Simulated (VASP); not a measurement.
Crystal: Mg3Al3Pd2.

```
Mg Al Pd
1.0
     5.18865    0.00000    0.00000
     0.00000    5.18865    0.00000
     0.00000    0.00000    5.18865
Mg Al Pd
3 3 2
Cartesian
  2.5943 0.0000 0.0000
  0.0000 2.5943 0.0000
  0.0000 0.0000 2.5943
  0.0000 2.5943 2.5943
  2.5943 0.0000 2.5943
  2.5943 2.5943 0.0000
  0.0000 0.0000 0.0000
  2.5943 2.5943 2.5943
```

The cell was generated, and may not be a known phase.

```yaml
Program: VASP 6.6.1
Task: relaxation of cell and atoms
Functional: PBE
Potentials_or_basis: VASP PAW PBE potentials, release 64 (Mg, Al, Pd)
Cutoff: 600 eV
k_mesh: 4 × 4 × 4
Occupations: gaussian, width 0.1 eV
Spin: no spin polarisation
```

At the start: pressure 11.8 GPa; volume 17.46 Å³/atom.

**Question.** How do energy, volume and symmetry change on relaxing?

**Answer.** Over 3 steps the energy falls by 92.0 meV/atom and the volume is 20.31 Å³/atom (+16.3 %); space group Pm-3m (No. 221, to 0.1 Å) before and after.

Step by step:
```csv
step,energy change (eV),largest force (eV/Å),pressure (GPa),volume (Å³)
1,0.0000,0.0000,11.75,139.69
2,-0.7150,0.0000,-1.43,167.22
3,-0.7359,0.0000,0.06,162.49
```

Final structure:
```
Mg Al Pd
1.0
     5.45682    0.00000    0.00000
     0.00000    5.45682    0.00000
     0.00000    0.00000    5.45682
Mg Al Pd
3 3 2
Direct
  0.50000 0.00000 0.00000
  0.00000 0.50000 0.00000
  0.00000 0.00000 0.50000
  0.00000 0.50000 0.50000
  0.50000 0.00000 0.50000
  0.50000 0.50000 0.00000
  0.00000 0.00000 0.00000
  0.50000 0.50000 0.50000
```

Caveat: the volume moved by over 15 % at a fixed basis, so the end points are rough.
